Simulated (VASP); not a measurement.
# H4C3O2 in VASP: further runs, part 2 of 2

VASP 6.6.1. The steps go on from the part before.

## Step 3: Single point, PBE

INCAR

```
PREC = Accurate
ENCUT = 520
EDIFF = 1E-6
ISMEAR = -1
SIGMA = 0.05
LREAL = Auto
LASPH = True
NELM = 100
ALGO = Normal
ISIF = 2
LWAVE = False
LCHARG = False
GGA = PE
NBANDS = 80
```

KPOINTS

```
regular mesh
0
Gamma
  1 1 1
```

POSCAR

```
H4C3O2
1.0
    8.6677180000      0.0000000000      0.0000000000
    0.0000000000      8.6677180000      0.0000000000
    0.0000000000      0.0000000000      8.6677180000
C O H
12 8 16
Direct
    0.4776228299      1.0059395103      0.9390360877
    0.5578169479      0.2432243412      0.4601095698
    0.9298525863      0.4553332261      0.1086560500
    0.9092012454      0.4155188251      0.6662884049
    0.5061885954      0.6731298826      0.3064474410
    0.3687129646      0.7149978806      0.2568611485
    0.8990717049      0.9459006396      0.9038249745
    0.9214420681      0.8739209097      0.7729716172
    0.2124319227      0.0416718680      0.5177256574
    0.1580923606      0.1195701106      0.3974863972
    0.3696013184      0.3965403581      0.8942376759
    0.5187755301      0.3792116910      0.9108856564
    0.4855834027      1.0111311882      1.0740773985
    0.4716235577      0.9786312845      0.8043293517
    0.6367304520      0.1334030480      0.4581367322
    0.4795033710      0.3492614780      0.4482033218
    0.8304377231      0.5317893360      0.0588851645
    1.0294635797      0.3833073480      0.1615188681
    0.9764161686      0.3498614053      0.7684029407
    0.8390212972      0.4801840577      0.5725267020
    0.5511716002      0.6844131293      0.4219334316
    0.5902591663      0.6282737856      0.2201156060
    0.2823811296      0.7581695667      0.3406432927
    0.3544185448      0.7191973712      0.1338414563
    0.9539304347      0.9083244286      1.0159306060
    0.8448244394      1.0664283263      0.9212920863
    0.9751817030      0.7602231637      0.7820051368
    0.8690291955      0.9104587851      0.6612351717
    0.2184773432      0.1061063593      0.6258856137
    0.2676367644     -0.0710798390      0.5216597956
    0.1270807380      0.2408707805      0.4398735630
    0.1422173633      0.0928964233      0.2787123439
    0.3194266357      0.4221872470      0.7817859326
    0.2967909201      0.3760043878      0.9893146039
    0.6060418671      0.4130152827      0.8276342170
    0.5660428731      0.3445774309      1.0233950851
```

Potentials or basis: VASP PAW PBE potentials, release 64 (C, O, H).

Command:

```
> cat potpaw_PBE.64/C/POTCAR potpaw_PBE.64/O/POTCAR potpaw_PBE.64/H/POTCAR > POTCAR
> mpirun -np 1 vasp_gam > vasp.out
```

OUTCAR:

```text
PREC = Accurate
   ENCUT = 520
   EDIFF = 1E-6
   ISMEAR = -1
   LREAL = Auto
   LASPH = True
   NELM = 100
   ISIF = 2
   GGA = PE

 ion  position               nearest neighbor table
   1  0.478  0.006  0.939-  13 1.17  14 1.19
   2  0.558  0.243  0.460-  16 1.15  15 1.17
   3  0.930  0.455  0.109-  18 1.16  17 1.17
   4  0.909  0.416  0.666-  20 1.16  19 1.20
   5  0.506  0.673  0.306-  21 1.08  22 1.11   6 1.32
   6  0.369  0.715  0.257-  24 1.07  23 1.11   5 1.32
   7  0.899  0.946  0.904-  25 1.13  26 1.16   8 1.31
   8  0.921  0.874  0.773-  27 1.09  28 1.12   7 1.31
   9  0.212  0.042  0.518-  30 1.09  29 1.09  10 1.33
  10  0.158  0.120  0.397-  32 1.06  31 1.15   9 1.33
  11  0.370  0.397  0.894-  34 1.05  33 1.09  12 1.31
  12  0.519  0.379  0.911-  35 1.09  36 1.10  11 1.31
  13  0.486  0.011  0.074-   1 1.17
  14  0.472  0.979  0.804-   1 1.19
  15  0.637  0.133  0.458-   2 1.17
  16  0.480  0.349  0.448-   2 1.15
  17  0.830  0.532  0.059-   3 1.17
[... 17 lines left out ...]
  35  0.606  0.413  0.828-  12 1.09
  36  0.566  0.345  0.023-  12 1.10

  LATTYP: Found a simple cubic cell.
 ALAT       =     8.6677180000

  Lattice vectors:

 A1 = (   8.6677180000,   0.0000000000,   0.0000000000)
 A2 = (   0.0000000000,   8.6677180000,   0.0000000000)
 A3 = (   0.0000000000,   0.0000000000,   8.6677180000)

Analysis of symmetry for initial positions (statically):
=====================================================================
 Subroutine PRICEL returns:
 Original cell was already a primitive cell.

 Routine SETGRP: Setting up the symmetry group for a
 simple cubic supercell.

 Subroutine GETGRP returns: Found  1 space group operations
[... 178 lines left out ...]
   IALGO  =     38    algorithm
   IMIX   =      4    mixing-type and parameters
     AMIX     =   0.40;   BMIX     =  1.00
     AMIX_MAG =   1.60;   BMIX_MAG =  1.00
  volume/ion in A,a.u.               =      18.09       122.07
  Fermi-wavevector in a.u.,A,eV,Ry     =   0.910422  1.720448 11.277436  0.828868
  Thomas-Fermi vector in A             =   2.034582
   LORBIT       =      0    0 simple, 1 ext, 2 COOP (PROOUT), +10 PAW based schemes
   GGA     = PE    functional components
   LHFCALC =     F    Hartree Fock is set to
   AEXX    =    0.0000 exact exchange contribution
   IVDW    =     0    specifies the selected vdW correction
   LEPSILON=     F    determine dielectric tensor
   LRPA    =     F    only Hartree local field effects (RPA)
 non-spin polarized calculation
  energy-cutoff  :      520.00
  volume of cell :      651.20
 maximum number of plane-waves:      8731
   NGX = 33   NGY = 33   NGZ = 33

 number of electron     112.0000012 magnetization

 Free energy of the ion-electron system (eV)
  ---------------------------------------------------
  ext. energy  EPLUGINS =         0.00000000
  ---------------------------------------------------
  free energy    TOTEN  =      -218.98112355 eV

  energy without entropy =     -218.98112355  energy(sigma->0) =     -218.98112355

 E-fermi :  -2.5995     XC(G=0):  -5.6379

 val. band max:       -3.7902259798   @ k =   0.0000   0.0000   0.0000
 cond. band min:       0.6967259435   @ k =   0.0000   0.0000   0.0000
 fundamental gap:      4.4869519233
 Fermi energy:        -2.5995437784

 k-point     1 :       0.0000    0.0000    0.0000
  band No.  band energies     occupation
      1     -26.9579      2.00000
      2     -26.7832      2.00000
      3     -26.4663      2.00000
      4     -26.1788      2.00000
      5     -25.7616      2.00000
      6     -25.6462      2.00000
[... 60 lines left out ...]
     67       2.1708      0.00000
     68       2.2777      0.00000
 [bands above 68 left out]

------------------------ aborting loop because EDIFF is reached ----------------------------------------

  FORCE on cell =-STRESS in cart. coord.  units (eV):
  Direction    XX          YY          ZZ          XY          YZ          ZX
  --------------------------------------------------------------------------------------
  -------------------------------------------------------------------------------------
  Total        6.5206325      2.5769062      0.1213618     -2.8501387     -1.8197190      1.1094314
  in kB       16.0430150      6.3400820      0.2985920     -7.0123285     -4.4771391      2.7295855
  external PRESSURE =       7.5605630 kB  Pullay stress =       0.0000000 kB

 VOLUME and BASIS-vectors are now :
 -----------------------------------------------------------------------------
  energy-cutoff  :      520.00
  volume of cell :      651.20
      direct lattice vectors                 reciprocal lattice vectors
     8.667718000  0.000000000  0.000000000     0.115370620  0.000000000  0.000000000
     0.000000000  8.667718000  0.000000000     0.000000000  0.115370620  0.000000000
     0.000000000  0.000000000  8.667718000     0.000000000  0.000000000  0.115370620

 POSITION                                       TOTAL-FORCE (eV/Angst)
 -----------------------------------------------------------------------------------
      4.13990      0.05148      8.13930         0.058194     -1.322700     -1.484519
      4.83500      2.10820      3.98810         1.305918     -2.165725     -0.539079
      8.05970      3.94670      0.94180        -0.541287      0.670872     -0.172709
      7.88070      3.60160      5.77520         1.553908     -1.688298      2.840177
      4.38750      5.83450      2.65620         1.511909     -0.515776     -0.847930
      3.19590      6.19740      2.22640        -0.421135      0.567113      0.983151
[... 28 lines left out ...]
      5.25300      3.57990      7.17370        -0.070066     -0.213873     -0.437546
      4.90630      2.98670      0.20278        -0.067806      0.122952     -0.154282
 -----------------------------------------------------------------------------------
    total drift:                               -0.022132      0.001957     -0.012637

  FREE ENERGIE OF THE ION-ELECTRON SYSTEM (eV)
  ---------------------------------------------------
  free  energy   TOTEN  =      -218.9811235475 eV

  energy  without entropy=     -218.9811235474  energy(sigma->0) =     -218.98112355
```

stdout:

```text
POSCAR found type information on POSCAR C O H
 POSCAR found :  3 types and      36 ions
 scaLAPACK will be used
 LDA part: xc-table for (Slater+PW92), standard interpolation
 POSCAR, INCAR and KPOINTS ok, starting setup
 FFT: planning ... GRIDC
 FFT: planning ... GRID_SOFT
 FFT: planning ... GRID
 WAVECAR not read
 entering main loop
```

Run time: 59 s. Hardware: 1 thread of Intel Xeon Platinum 8488C (Sapphire Rapids), shared host; peak memory 0.53 GiB.

Results:

```
Free energy            : -218.9811 eV
Pressure               : 0.8 GPa
Largest force          : 3.745 eV/Å
Band gap on the k mesh : 4.49 eV
```

Forces on the atoms (eV/Å):
```
C    0.058 -1.323 -1.485
C    1.306 -2.166 -0.539
C   -0.541  0.671 -0.173
C    1.554 -1.688  2.840
C    1.512 -0.516 -0.848
C   -0.421  0.567  0.983
C    0.143  2.581  2.710
C   -0.734 -0.810 -1.238
C    0.638 -0.172  0.282
C   -0.396  2.224  1.904
C   -0.364  0.016 -1.384
C    1.650  0.130  0.976
O   -0.025  0.639  0.241
O   -0.003  0.746  1.186
O    0.512 -0.475  0.408
O   -1.808  2.550  0.184
O   -0.610  0.384 -0.389
O    1.200 -1.005  0.563
O   -0.876  1.000 -1.680
O   -0.661  0.677 -1.214
H   -0.208 -0.173  0.526
H   -0.272  0.339  0.490
H    0.115 -0.061 -0.729
H   -0.771 -0.183 -0.462
H   -0.534 -0.075 -0.968
H    0.438 -1.549 -0.653
H    0.187  0.038 -0.460
H    0.493 -0.188  0.639
H   -0.026 -0.270  0.134
H   -0.234 -0.218 -0.251
H   -0.024 -1.103 -1.259
H    0.036 -0.483 -0.736
H   -0.136  0.300  0.082
H   -1.059 -0.314  0.908
H   -0.070 -0.214 -0.438
H   -0.068  0.123 -0.154
```

Stress tensor (GPa, compression positive):
```
 1.60 -0.70  0.27
-0.70  0.63 -0.45
 0.27 -0.45  0.03
```

Levels at points of the mesh, in eV from the valence-band top:
```tsv
k point	band 53	band 54	band 55	band 56	band 57	band 58	band 59	band 60
(0.00, 0.00, 0.00)	-0.60	-0.53	-0.22	0.00	4.49	4.96	5.21	5.26
```

Caveat: the k points lie up to 0.72 Å⁻¹ apart.
